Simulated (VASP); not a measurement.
# CuI (Marshite) (F-43m) in VASP: a series of runs

The runs below take CuI (Marshite) through relaxation of cell and atoms, single point, with PBEsol, PBEsol+D3(BJ), PBEsol+D4.

Everything below comes from runs of VASP 6.6.1. Logs are shortened: lines on timing, memory, paths and dates and some standing lists are left out, and cuts for length are marked.

### Step 1. The cell of the first run

The structure is cubic, space group F-43m (No. 216). The conventional cell has a = 6.063 Å, b = 6.063 Å, c = 6.063 Å, α = 90.00°, β = 90.00°, γ = 90.00°. I (site symmetry -43m) has 4 Cu at 2.63 Å within 3.5 Å. Within 3.5 Å of Cu (site symmetry -43m) lie 4 I at 2.63 Å.

### Step 2. Relaxation of cell and atoms, PBEsol

The input, INCAR:

```
SYSTEM = CuI
ALGO = Normal
EDIFF = 1E-6
EDIFFG = -0.01
ENCUT = 600
GGA = PS
IBRION = 2
ISIF = 3
ISMEAR = -1
LASPH = .True.
LCHARG = .False.
LREAL = .False.
LWAVE = .False.
NELM = 80
NSW = 60
PREC = Accurate
SIGMA = 0.05
```

The input, KPOINTS:

```
k-points
0
Gamma
  8 8 8
  0 0 0
```

The input, POSCAR:

```
CuI
1.0
    0.0000000000      3.0315000000      3.0315000000
    3.0315000000      0.0000000000      3.0315000000
    3.0315000000      3.0315000000      0.0000000000
I Cu
1 1
Direct
    0.0000000000      0.0000000000      0.0000000000
    0.7500000000      0.7500000000      0.7500000000
```

Potentials or basis: VASP PAW PBE potentials, release 64 (I, Cu).

The run is started by

```console
cat potpaw_PBE.64/I/POTCAR potpaw_PBE.64/Cu/POTCAR > POTCAR
mpirun -np 1 vasp_std > vasp.out
```

OUTCAR:

```text
SYSTEM = CuI
   EDIFF = 1E-6
   EDIFFG = -0.01
   ENCUT = 600
   GGA = PS
   IBRION = 2
   ISIF = 3
   ISMEAR = -1
   LASPH = .True.
   LREAL = .False.
   NELM = 80
   NSW = 60
   PREC = Accurate

 ion  position               nearest neighbor table
   1  0.000  0.000  0.000-   2 2.63   2 2.63   2 2.63   2 2.63
   2  0.750  0.750  0.750-   1 2.63   1 2.63   1 2.63   1 2.63

  LATTYP: Found a face centered cubic cell.
 ALAT       =     6.0630000000

  Lattice vectors:

 A1 = (   0.0000000000,   3.0315000000,   3.0315000000)
 A2 = (   3.0315000000,   0.0000000000,   3.0315000000)
 A3 = (   3.0315000000,   3.0315000000,   0.0000000000)

Analysis of symmetry for initial positions (statically):
=====================================================================
 Subroutine PRICEL returns:
 Original cell was already a primitive cell.

 Routine SETGRP: Setting up the symmetry group for a
 face centered cubic supercell.

 Subroutine GETGRP returns: Found 24 space group operations
 (whereof 24 operations were pure point group operations)
 out of a pool of 48 trial point group operations.

The static configuration has the point symmetry T_d .

Analysis of symmetry for dynamics (positions and initial velocities):
=====================================================================
 Subroutine PRICEL returns:
 Original cell was already a primitive cell.

 Routine SETGRP: Setting up the symmetry group for a
 face centered cubic supercell.

 Subroutine GETGRP returns: Found 24 space group operations
 (whereof 24 operations were pure point group operations)
 out of a pool of 48 trial point group operations.

The dynamic configuration has the point symmetry T_d .

 Subroutine INISYM returns: Found 24 space group operations
 (whereof 24 operations are pure point group operations),
 and found     1 'primitive' translations

----------------------------------------------------------------------------------------

                                     Primitive cell

  volume of cell :      55.7189

  direct lattice vectors                    reciprocal lattice vectors
     0.000000000  3.031500000  3.031500000    -0.164934851  0.164934851  0.164934851
     3.031500000  0.000000000  3.031500000     0.164934851 -0.164934851  0.164934851
     3.031500000  3.031500000  0.000000000     0.164934851  0.164934851 -0.164934851

  length of vectors
     4.287188414  4.287188414  4.287188414     0.285675541  0.285675541  0.285675541

  position of ions in fractional coordinates (direct lattice)
     0.000000000  0.000000000  0.000000000
     0.750000000  0.750000000  0.750000000

  ion indices of the primitive-cell ions
   primitive index   ion index
                 1           1
                 2           2

----------------------------------------------------------------------------------------

 KPOINTS: k-points

Automatic generation of k-mesh.
 Grid dimensions read from file:
 generate k-points for:    8    8    8

 Generating k-lattice:

  Cartesian coordinates                     Fractional coordinates (reciprocal lattice)
    -0.020616856  0.020616856  0.020616856     0.125000000  0.000000000  0.000000000
     0.020616856 -0.020616856  0.020616856     0.000000000  0.125000000  0.000000000
     0.020616856  0.020616856 -0.020616856     0.000000000  0.000000000  0.125000000

  Length of vectors
     0.035709443  0.035709443  0.035709443

  Shift w.r.t. Gamma in fractional coordinates (k-lattice)
     0.000000000  0.000000000  0.000000000

 Subroutine IBZKPT returns following result:
 ===========================================

 Found     29 irreducible k-points:

 Following reciprocal coordinates:
            Coordinates               Weight
  0.000000  0.000000  0.000000      1.000000
  0.125000  0.000000  0.000000      8.000000
  0.250000  0.000000  0.000000      8.000000
  0.375000  0.000000  0.000000      8.000000
  0.500000  0.000000  0.000000      4.000000
  0.125000  0.125000  0.000000      6.000000
[... 16 lines left out ...]
  0.500000  0.250000  0.125000     48.000000
 -0.375000  0.250000  0.125000     24.000000
 [... further k-points ...]
   k-points           NKPTS =     29   k-points in BZ     NKDIM =     29   number of bands    NBANDS=     13
   number of dos      NEDOS =    301   number of ions     NIONS =      2
   total plane-waves  NPLWV =  46656
   dimension x,y,z NGX =    36 NGY =   36 NGZ =   36
   dimension x,y,z NGXF=    72 NGYF=   72 NGZF=   72
   ions per type =               1   1
   NGX,Y,Z   is equivalent  to a cutoff of  13.96, 13.96, 13.96 a.u.
   NGXF,Y,Z  is equivalent  to a cutoff of  27.92, 27.92, 27.92 a.u.
 SYSTEM =  CuI
   PREC   = accura    normal or accurate (medium, high low for compatibility)
   ISTART =      0    job   : 0-new  1-cont  2-samecut
   ICHARG =      2    charge: 1-file 2-atom 10-const
   ISPIN  =      1    spin polarized calculation?
   LNONCOLLINEAR =      F non collinear calculations
   LSORBIT =      F    spin-orbit coupling
   LASPH  =      T    aspherical Exc in radial PAW
   ENCUT  =  600.0 eV  44.10 Ry    6.64 a.u.   8.56  8.56  8.56*2*pi/ulx,y,z
   NELM   =     80;   NELMIN=  2; NELMDL= -5     # of ELM steps
   EDIFF  = 0.1E-05   stopping-criterion for ELM
   LREAL  =      F    real-space projection
   EDIFFG = -.1E-01   stopping-criterion for IOM
   NSW    =     60    number of steps for IOM
   IBRION =      2    ionic relax: 0-MD 1-quasi-New 2-CG
   NFREE  =      1    steps in history (QN), initial steepest desc. (CG)
   ISIF   =      3    stress and relaxation
   ISYM   =      2    0-nonsym 1-usesym 2-fastsym
   POTIM  = 0.5000    time-step for ionic-motion
   TEBEG  =    0.0;   TEEND  =   0.0 temperature during run
   PSTRESS=    0.0 pullay stress
   NELECT =      18.0000    total number of electrons
   NUPDOWN=      -1.0000    fix difference up-down
   EMIN   =  10.00;   EMAX   =-10.00  energy-range for DOS
   EFERMI =   0.00;   METHOD = LEGACY
   ISMEAR =    -1;   SIGMA  =   0.05  broadening in eV -4-tet -1-fermi 0-gaus
   EFERMI_NEDOS =   21; number of points for ismear=-14 and -15
   IALGO  =     38    algorithm
   IMIX   =      4    mixing-type and parameters
     AMIX     =   0.40;   BMIX     =  1.00
     AMIX_MAG =   1.60;   BMIX_MAG =  1.00
  volume/ion in A,a.u.               =      27.86       188.00
  Fermi-wavevector in a.u.,A,eV,Ry     =   1.123306  2.122741 17.168055  1.261816
  Thomas-Fermi vector in A             =   2.259971
   LORBIT       =      0    0 simple, 1 ext, 2 COOP (PROOUT), +10 PAW based schemes
   GGA     = PS    functional components
   LHFCALC =     F    Hartree Fock is set to
   AEXX    =    0.0000 exact exchange contribution
   IVDW    =     0    specifies the selected vdW correction
   LEPSILON=     F    determine dielectric tensor
   LRPA    =     F    only Hartree local field effects (RPA)
 conjugate gradient relaxation of ions
 non-spin polarized calculation
  energy-cutoff  :      600.00
  volume of cell :       55.72
 maximum number of plane-waves:      1880
 NGX is ok and might be reduce to    36
   NGX = 17   NGY = 17   NGZ = 17

--------------------------------------- Ionic step        1  -------------------------------------------

 number of electron      18.0000006 magnetization

 Free energy of the ion-electron system (eV)
  ---------------------------------------------------
  ext. energy  EPLUGINS =         0.00000000
  ---------------------------------------------------
  free energy    TOTEN  =        -6.29453339 eV

  energy without entropy =       -6.29453304  energy(sigma->0) =       -6.29453322

------------------------ aborting loop because EDIFF is reached ----------------------------------------

  FORCE on cell =-STRESS in cart. coord.  units (eV):
  Direction    XX          YY          ZZ          XY          YZ          ZX
  --------------------------------------------------------------------------------------
  -------------------------------------------------------------------------------------
  Total       -0.7499736     -0.7499736     -0.7499736      0.0000000      0.0000000      0.0000000
  in kB      -21.5652183    -21.5652183    -21.5652183      0.0000000      0.0000000      0.0000000
  external PRESSURE =     -21.5652183 kB  Pullay stress =       0.0000000 kB

 VOLUME and BASIS-vectors are now :
 -----------------------------------------------------------------------------
  energy-cutoff  :      600.00
  volume of cell :       55.72
      direct lattice vectors                 reciprocal lattice vectors
     0.000000000  3.031500000  3.031500000    -0.164934851  0.164934851  0.164934851
     3.031500000  0.000000000  3.031500000     0.164934851 -0.164934851  0.164934851
     3.031500000  3.031500000  0.000000000     0.164934851  0.164934851 -0.164934851
[... 145 lines left out ...]
 POSITION                                       TOTAL-FORCE (eV/Angst)
 -----------------------------------------------------------------------------------
      0.00000      0.00000      0.00000         0.000000      0.000000      0.000000
      4.46079      4.46079      4.46079        -0.000000     -0.000000     -0.000000
 -----------------------------------------------------------------------------------
    total drift:                               -0.000000     -0.000000     -0.000000

  FREE ENERGIE OF THE ION-ELECTRON SYSTEM (eV)
  ---------------------------------------------------
  free  energy   TOTEN  =        -6.3210866791 eV

  energy  without entropy=       -6.3210866010  energy(sigma->0) =       -6.32108664

--------------------------------------- Ionic step        6  -------------------------------------------

 number of electron      17.9999991 magnetization

 Free energy of the ion-electron system (eV)
  ---------------------------------------------------
  ext. energy  EPLUGINS =         0.00000000
  ---------------------------------------------------
  free energy    TOTEN  =        -6.32108720 eV

  energy without entropy =       -6.32108712  energy(sigma->0) =       -6.32108716

 E-fermi :   5.5523     XC(G=0):  -9.4072

 val. band max:        4.9232290021   @ k =   0.0000   0.0000   0.0000
 cond. band min:       6.1078224929   @ k =   0.0000   0.0000   0.0000
 fundamental gap:      1.1845934909
 Fermi energy:         5.5522747529

 k-point     1 :       0.0000    0.0000    0.0000
  band No.  band energies     occupation
      1      -9.4205      2.00000
      2       1.0063      2.00000
      3       1.0063      2.00000
      4       1.0063      2.00000
      5       2.7984      2.00000
      6       2.7984      2.00000
      7       4.9232      1.99999
      8       4.9232      1.99999
      9       4.9232      1.99999
     10       6.1078      0.00003
     11       9.6877      0.00000
     12       9.6877      0.00000
     13       9.6877      0.00000

 k-point     2 :       0.1250    0.0000    0.0000
  band No.  band energies     occupation
      1      -9.3372      2.00000
      2       0.7043      2.00000
      3       1.0148      2.00000
      4       1.0148      2.00000
      5       2.7911      2.00000
      6       2.7911      2.00000
      7       4.2135      2.00000
      8       4.7884      2.00000
      9       4.7884      2.00000
     10       6.8339      0.00000
     11       9.6215      0.00000
[... 339 lines left out ...]
 k-point    24 :      -0.3750    0.2500    0.1250
  band No.  band energies     occupation
      1      -8.6671      2.00000
      2      -0.7613      2.00000
      3       0.4486      2.00000
      4       1.0022      2.00000
      5       2.7239      2.00000
      6       2.8091      2.00000
      7       2.9356      2.00000
      8       3.4207      2.00000
      9       3.7636      2.00000
     10       8.4877      0.00000
     11       9.4368      0.00000
     12      11.1766      0.00000
     13      12.3799      0.00000

 [... further k-points ...]
[... 5 lines left out ...]
  --------------------------------------------------------------------------------------
  -------------------------------------------------------------------------------------
  Total       -0.0073794     -0.0073794     -0.0073794      0.0000000     -0.0000000     -0.0000000
  in kB       -0.2247752     -0.2247752     -0.2247752      0.0000000     -0.0000000     -0.0000000
  external PRESSURE =      -0.2247752 kB  Pullay stress =       0.0000000 kB

 VOLUME and BASIS-vectors are now :
 -----------------------------------------------------------------------------
  energy-cutoff  :      600.00
  volume of cell :       52.60
      direct lattice vectors                 reciprocal lattice vectors
     0.000000000  2.973841060  2.973841060    -0.168132725  0.168132725  0.168132725
     2.973841060  0.000000000  2.973841060     0.168132725 -0.168132725  0.168132725
     2.973841060  2.973841060  0.000000000     0.168132725  0.168132725 -0.168132725

 POSITION                                       TOTAL-FORCE (eV/Angst)
 -----------------------------------------------------------------------------------
      0.00000      0.00000      0.00000         0.000000      0.000000      0.000000
      4.46076      4.46076      4.46076        -0.000000     -0.000000     -0.000000
 -----------------------------------------------------------------------------------
    total drift:                               -0.000000     -0.000000     -0.000000

  FREE ENERGIE OF THE ION-ELECTRON SYSTEM (eV)
  ---------------------------------------------------
  free  energy   TOTEN  =        -6.3210871994 eV

  energy  without entropy=       -6.3210871216  energy(sigma->0) =       -6.32108716

 reached required accuracy - stopping structural energy minimisation
```

Run time: 62 s. Hardware: 1 thread of Intel Xeon Platinum 8488C (Sapphire Rapids), shared host; peak memory 0.22 GiB.

What came out:

```yaml
Free_energy: -6.3211 eV
Relaxed_volume: 26.30 Å³/atom
Relaxed_cell: a = 4.206 Å, b = 4.206 Å, c = 4.206 Å, α = 60.00°, β = 60.00°, γ = 60.00°
Space_group_after_relaxing_to_0.05_Å: F-43m (No. 216)
Energy_gained_by_relaxing: 13.3 meV/atom
Ionic_steps: 6
Pressure_after_relaxing: 0.0 GPa
Band_gap_on_the_k_mesh: 1.18 eV, direct
```

Step by step:
```tsv
step	energy change (eV)	largest force (eV/Å)	pressure (GPa)	volume (Å³)
1	0.0000	0.0000	-2.16	55.72
2	-0.0264	0.0000	-0.15	52.75
3	-0.0265	0.0000	-0.12	52.63
4	-0.0265	0.0000	-0.12	52.62
5	-0.0266	0.0000	-0.09	52.60
6	-0.0266	0.0000	-0.02	52.60
```

Final structure:
```
CELL_PARAMETERS angstrom
0.00000 2.97384 2.97384
2.97384 0.00000 2.97384
2.97384 2.97384 0.00000
ATOMIC_POSITIONS crystal
I 0.00000 0.00000 0.00000
Cu 0.75000 0.75000 0.75000
```

Caveat: the PAW data sets were made with another functional, which shifts forces and pressure a little; spin-orbit coupling is left out, which moves the levels of the heavy elements. PBEsol gaps usually lie below the measured ones, often by a third to a half.

### Step 3. Relaxation of cell and atoms, PBEsol+D3(BJ)

The input, INCAR:

```
PREC = Accurate
ENCUT = 600
EDIFF = 1E-6
ISMEAR = -1
SIGMA = 0.05
LREAL = False
LASPH = True
NELM = 60
ALGO = Normal
ISIF = 3
LWAVE = False
LCHARG = False
GGA = PS
IVDW = 12
IBRION = 2
NSW = 60
EDIFFG = -0.01
```

The input, KPOINTS:

```
regular mesh
0
Gamma
  8 8 8
```

POSCAR is that of step 2.

Potentials or basis: VASP PAW PBE potentials, release 64 (I, Cu).

The run is started by

```console
cat potpaw_PBE.64/I/POTCAR potpaw_PBE.64/Cu/POTCAR > POTCAR
mpirun -np 1 vasp_std > vasp.out
```

Wall time 39 s (1 thread of Intel Xeon Platinum 8488C (Sapphire Rapids), shared host); peak memory 0.23 GiB.

Results (log left out):

- Free energy: -7.0123 eV
- Relaxed volume: 25.17 Å³/atom
- Relaxed cell: a = 4.144 Å, b = 4.144 Å, c = 4.144 Å, α = 60.00°, β = 60.00°, γ = 60.00°
- Space group after relaxing (to 0.05 Å): F-43m (No. 216)
- Energy gained by relaxing: 39.4 meV/atom
- Ionic steps: 2
- Pressure after relaxing: 0.0 GPa
- Band gap on the k mesh: 1.31 eV, direct
- Dispersion energy per atom: -0.353 eV

The path:
```
step  energy change (eV)  largest force (eV/Å)  pressure (GPa)  volume (Å³)
   1              0.0000                0.0000           -3.97        55.72
   2             -0.0789                0.0000            0.04        50.33
```

Final structure:
```
I Cu
1.0
     0.00000    2.93052    2.93052
     2.93052    0.00000    2.93052
     2.93052    2.93052    0.00000
I Cu
1 1
Direct
  0.00000 0.00000 0.00000
  0.75000 0.75000 0.75000
```

Levels at points of the mesh, in eV from the valence-band top:
```csv
k point,band 6,band 7,band 8,band 9,band 10,band 11,band 12,band 13
"(0.00, 0.00, 0.00)",-2.34,0.00,0.00,0.00,1.31,4.71,4.71,4.71
"(0.50, 0.00, 0.00)",-2.30,-2.25,-0.89,-0.89,2.16,5.28,5.28,7.36
"(0.50, 0.50, 0.00)",-2.26,-2.23,-1.90,-1.90,2.39,2.77,9.82,10.25
```

Caveat: the PAW data sets were made with another functional, which shifts forces and pressure a little; spin-orbit coupling is left out, which moves the levels of the heavy elements.

(Part 1 of 2 ends here.)
